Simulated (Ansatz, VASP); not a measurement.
# One calculation of Mo, two programs

```
CELL_PARAMETERS angstrom
-1.53173 1.57100 1.57100
1.53173 -1.57100 1.57100
1.53173 1.57100 -1.57100
ATOMIC_POSITIONS crystal
Mo 0.00000 0.00000 0.00000
```

Change from the starting cell: strain -0.0250 x Voigt [1, 0, 0, 0, 0, 0], atoms carried along.

Alike in both runs: task single point; functional PBE; k mesh 22 × 22 × 22; occupations gaussian, width 0.15 eV; no spin polarisation.

|  | VASP | Ansatz |
| --- | --- | --- |
| version | VASP 6.6.1 | Ansatz 0.2.0 |
| potentials or method | VASP PAW PBE potentials, release 64 (Mo_sv), cutoff 520 eV | scalar-relativistic, plane waves, PAW |
| valence electrons in the cell | 14 | 14 |

Ansatz gave:

* gap on the k mesh at the Fermi level (eV): none
* pressure (GPa): 12.3
* traceless stress, the component that is largest in VASP (GPa): 5.62

**Question.** Which values does VASP return?

**Answer.** gap on the k mesh at the Fermi level (eV): none; pressure (GPa): 13.0; traceless stress, the component that is largest in VASP (GPa): 5.62.

A gap of «none» marks a metal or a gap that the smearing closes.
